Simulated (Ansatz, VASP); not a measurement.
Two plane-wave programs on Co4F

```
CELL_PARAMETERS angstrom
-2.53132 2.53132 2.53132
2.53132 -2.53132 2.53132
2.53132 2.53132 -2.53132
ATOMIC_POSITIONS crystal
Co 0.00000 0.00000 0.50000
Co 0.50000 0.00000 0.00000
Co 0.50000 0.50000 0.50000
Co 0.00000 0.50000 0.00000
F 0.00000 0.00000 0.00000
```

Change from the starting cell: species swapped into the NiHg4 type (Im-3m, No. 229).

Alike in both runs: functional PBE; k mesh 10 × 10 × 10; occupations gaussian, width 0.1 eV; collinear spin.

Ansatz relaxed the structure, and its values are those at the end. VASP's run is a single point on that final structure, the one shown.

|  | VASP | Ansatz |
| --- | --- | --- |
| version | VASP 6.6.1 | Ansatz 0.2.0 |
| potentials or method | VASP PAW PBE potentials, release 64 (Co, F), cutoff 520 eV | scalar-relativistic, plane waves, PAW |
| valence electrons in the cell | 43 | 75 |

Ansatz gave:

* gap on the k mesh at the Fermi level (eV): none
* pressure (GPa): 0.0
* net moment per atom (μB): 1.60
* size of the moment on the site where the two differ most (μB): 1.96

Problem. Which values does VASP return?

Solution. gap on the k mesh at the Fermi level (eV): none; pressure (GPa): -0.5; net moment per atom (μB): 1.59; size of the moment on the site where the two differ most (μB): 1.97.

Site moments also hang on the region over which each program counts them. A gap of «none» marks a metal or a gap that the smearing closes. With one functional, cell and mesh, what is left measures potentials, basis and numerics. VASP's potentials hold 43 valence electrons a cell and Ansatz's 75, so a difference there can come from the potentials and not from the codes.
